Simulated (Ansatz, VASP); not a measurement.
**K in VASP and in Ansatz**

```
K
1.0
    -4.08435    4.08435    4.08435
     4.08435   -4.08435    4.08435
     4.08435    4.08435   -4.08435
K
3
Direct
  0.00000 0.50000 0.50000
  0.50000 0.00000 0.50000
  0.50000 0.50000 0.00000
```

Alike in both runs: task relaxation of cell and atoms; functional PBE; k mesh 8 × 8 × 8; occupations gaussian, width 0.1 eV; no spin polarisation.

```csv
,VASP,Ansatz
version,VASP 6.6.1,Ansatz 0.2.0
potentials or method,"VASP PAW PBE potentials, release 64 (K_sv), cutoff 600 eV","scalar-relativistic, plane waves, PAW"
valence electrons in the cell,27,27
```

Ansatz gave:

* gap on the k mesh at the Fermi level, each at its own relaxed structure (eV): none
* relaxed volume (Å³/atom): 94.12
* relaxed cell length with the largest relative difference (Å): 7.158

Question: Estimate VASP's values.

Answer: gap on the k mesh at the Fermi level, each at its own relaxed structure (eV): none; relaxed volume (Å³/atom): 94.16; relaxed cell length with the largest relative difference (Å): 7.159.

A gap of «none» marks a metal or a gap that the smearing closes.
